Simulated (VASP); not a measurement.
Runs of VASP 6.6.1 on BiTe. The structure is that of space group R-3m (No. 166), or close to it. The cells are those of the table. 

```tsv
cell	gap on the mesh (eV)	pressure (GPa)
a = 4.432 Å, angles 68.5°, 2 atoms	none	-5.3
a = 4.357 Å, angles 69.9°, 2 atoms	none	-4.6
a = 4.470 Å, angles 67.9°, 2 atoms	none	-5.6
a = 4.443 Å, angles 67.2°, 2 atoms	none	-4.6
a = 4.394 Å, angles 69.2°, 2 atoms	none	(a)
```

Alike in all rows: task single point; level PBEsol; potentials or basis VASP PAW PBE potentials, release 64 (Bi_d, Te); no spin polarisation; k mesh 12 × 12 × 12; cutoff (eV) 520; smearing gaussian 0.15 eV.

Task: Fill in the values left out.

Result: (a) -5.0.

Caveats: the cell stands under tension; the PAW data sets were made with another functional, which shifts forces and pressure a little; spin-orbit coupling is left out, which moves the levels of the heavy elements.

A k mesh can miss the band edges, and the runs leave out spin-orbit coupling on Bi, Te.

A gap of «none» marks levels without a gap at the run's occupations.
